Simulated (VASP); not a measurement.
A run of VASP 6.6.1 is set up as follows.

Contents of INCAR:

```
  PREC = Accurate
  ENCUT = 520
  EDIFF = 1E-7
  ISMEAR = -1
  SIGMA = 0.1
  LREAL = False
  LASPH = True
  NELM = 100
  ALGO = Normal
  ISIF = 2
  LWAVE = False
  LCHARG = False
  NBANDS = 12
```

Contents of KPOINTS:

```
Automatic mesh
0
Gamma
  14 14 14
```

Contents of POSCAR:

```
Ag
1.0
    0.0000000000      1.9996579419      1.9996579419
    1.9996579419      0.0000000000      1.9996579419
    1.9996579419      1.9996579419      0.0000000000
Ag
1
Direct
    0.0000000000      0.0000000000      0.0000000000
```

Potentials or basis: VASP PAW LDA potentials, release 64 (Ag).

Launch:

```bash
$ cat potpaw_LDA.64/Ag/POTCAR > POTCAR
$ mpirun -np 1 vasp_std > vasp.out
```

Q: Predict the pressure.

A: 0.3 GPa.
